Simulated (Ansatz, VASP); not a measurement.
**Pb: VASP beside Ansatz**

```
Pb
1.0
     0.00000    2.56991    2.56991
     2.56991    0.00000    2.56991
     2.56991    2.56991    0.00000
Pb
1
Direct
  0.00000 0.00000 0.00000
```

Alike in both runs: task single point; functional LDA; k mesh 13 × 13 × 13; occupations fermi-dirac, width 0.05 eV; no spin polarisation.

```csv
,VASP,Ansatz
version,VASP 6.6.1,Ansatz 0.2.0
potentials or method,"VASP PAW LDA potentials, release 64 (Pb_d), cutoff 520 eV","all-electron LAPW, scalar-relativistic"
```

|  | VASP | Ansatz | Ansatz less VASP |
| --- | --- | --- | --- |
| gap on the k mesh at the Fermi level (eV) | none | none | - |
| pressure (GPa) | -5.5 | -5.5 | +0.01 |

LDA's correlation is that of Perdew and Zunger in VASP and of Perdew and Wang (1992) in Ansatz. A gap of «none» marks a metal or a gap that the smearing closes. Ansatz ran all-electron here, and VASP with PAW potentials.

Neither program's run includes spin-orbit coupling.
